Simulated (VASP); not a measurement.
A run of VASP 6.6.1 is set up as follows.

File INCAR:

```
  PREC = Accurate
  ENCUT = 520
  EDIFF = 1E-6
  ISMEAR = 0
  SIGMA = 0.05
  LREAL = False
  LASPH = True
  NELM = 100
  ALGO = Normal
  ISIF = 2
  LWAVE = False
  LCHARG = True
  GGA = PE
  LELF = True
  LVHAR = True
  NBANDS = 16
```

The input KPOINTS:

```
Automatic mesh
0
Gamma
  8 8 6
```

POSCAR

```
AlN
1.0
    0.0000000000     -2.0353166207     -2.0353166207
    0.0000000000      2.0353166207     -2.0353166207
    4.0706332413      0.0000000000      0.0000000000
Al N
2 2
Direct
    0.5000000000      0.5000000000      0.0000000000
    0.0000000000      0.0000000000      0.5000000000
    0.5000000000      0.5000000000      0.5000000000
    0.0000000000      1.0000000000      0.0000000000
```

Potentials or basis: VASP PAW PBE potentials, release 64 (Al, N).

Run with:

```console
$ cat potpaw_PBE.64/Al/POTCAR potpaw_PBE.64/N/POTCAR > POTCAR
$ mpirun -np 1 vasp_std > vasp.out
```

Problem. What does it give for the pressure?

Solution. -0.3 GPa.

Problem. Predict the band gap on the k mesh.

Solution. 4.41 eV.

A k mesh can miss the band edges. PBE gaps usually lie below the measured ones, often by a third to a half.
